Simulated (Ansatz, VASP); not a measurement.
# TaRu in VASP and in Ansatz

Contents of INCAR:

```
SYSTEM = TaRu
  ALGO = Normal
  EDIFF = 1E-6
  ENCUT = 520
  ISIF = 2
  ISMEAR = -1
  LASPH = .TRUE.
  LCHARG = .FALSE.
  LREAL = .FALSE.
  LWAVE = .FALSE.
  NBANDS = 20
  NELM = 100
  PREC = Accurate
  SIGMA = 0.03
```

The input KPOINTS:

```
k-points
0
G
  13 13 13
  0 0 0
```

The input POSCAR:

```
TaRu
1.0
    3.1219409285      0.0000000000      0.0000000000
    0.0000000000      3.1219409285      0.0000000000
    0.0000000000      0.0000000000      3.1219409285
Ta Ru
1 1
Direct
    0.5000000000      0.5000000000      0.5000000000
    0.0000000000      0.0000000000      0.0000000000
```

Input for Ansatz:

```yaml
crystal:
  lattice:
    - [3.1219409285, 0.0, 0.0]
    - [0.0, 3.1219409285, 0.0]
    - [0.0, 0.0, 3.1219409285]
  atoms:
    - { symbol: Ta, position: [0.5, 0.5, 0.5] }
    - { symbol: Ru, position: [0.0, 0.0, 0.0] }
kpoints:
  mp_grid: { grid: [13, 13, 13] }
  band_path:
    path:
      - [0.0, 0.0, 0.0]
      - [0.0, 0.5, 0.0]
      - [0.5, 0.5, 0.0]
      - [0.0, 0.0, 0.0]
      - [0.5, 0.5, 0.5]
      - [0.0, 0.5, 0.0]
      - [0.5, 0.5, 0.5]
      - [0.5, 0.5, 0.0]
    npoints: 5
scf:
  occupations: { method: fermi_dirac, width: 0.03 }
hamiltonian:
  xc: lda
  pseudopotentials: { kind: all_electron, lapw: { basis_error: 0.00025 } }
output:
  forces: true
  stress: true
  eigenvalues: true
```

Change from the starting cell: volume scaled by 0.94.

Alike in both runs: task single point; functional LDA; k mesh 13 × 13 × 13; occupations fermi-dirac, width 0.03 eV; no spin polarisation.

```csv
,VASP,Ansatz
version,VASP 6.6.1,Ansatz 0.2.0
potentials or method,"VASP PAW LDA potentials, release 64 (Ta_pv, Ru_pv), cutoff 520 eV","all-electron LAPW, scalar-relativistic"
```

```csv
,VASP,Ansatz,Ansatz less VASP
pressure (GPa),-0.1,-1.0,-0.95
```

LDA's correlation is that of Perdew and Zunger in VASP and of Perdew and Wang (1992) in Ansatz. Ansatz ran all-electron here, and VASP with PAW potentials.

Neither program's run includes spin-orbit coupling.
